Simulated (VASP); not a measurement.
Wanted: the native input for a VASP 6.6.1 run.

| Quantity | Value |
| --- | --- |
| Task | single point |
| Functional | PBE |
| Potentials or basis | VASP PAW PBE potentials, release 64 (Zn, Se) |
| Cutoff | 520 eV |
| k mesh | 8 × 8 × 8 |
| Occupations | gaussian, width 0.01 eV |
| Spin | no spin polarisation |
| Dipole correction | no |
| Further INCAR settings | ALGO = Normal; EDIFF = 1e-06; NBANDS = 16 |

The structure of ZnSe lies in POSCAR:

```
ZnSe
1.0
    0.0000000000      2.7846472742      2.7846472742
    2.7846472742      0.0000000000      2.7846472742
    2.7846472742      2.7846472742      0.0000000000
Zn Se
1 1
Direct
    0.0000000000      0.0000000000      0.0000000000
    0.7500000000      0.7500000000      0.7500000000
```

These files were run (other wordings do the same):

INCAR

```
ALGO = Normal
EDIFF = 1E-6
ENCUT = 520
GGA = PE
ISIF = 2
ISMEAR = 0
LASPH = T
LCHARG = F
LREAL = F
LWAVE = F
NBANDS = 16
NELM = 80
PREC = Accurate
SIGMA = 0.01
```

KPOINTS

```
k-points
0
Gamma
  8 8 8
```

Potentials or basis: VASP PAW PBE potentials, release 64 (Zn, Se).

The run is started by

```console
$ cat potpaw_PBE.64/Zn/POTCAR potpaw_PBE.64/Se/POTCAR > POTCAR
$ mpirun -np 1 vasp_std > vasp.out
```

Results of the run:

- Pressure: 6.3 GPa
- Band gap on the k mesh: 1.51 eV

Caveat: the cell stands under pressure.

It took 25 s on 1 thread of Intel Xeon 6455B, on a shared host, peak memory 0.17 GiB.
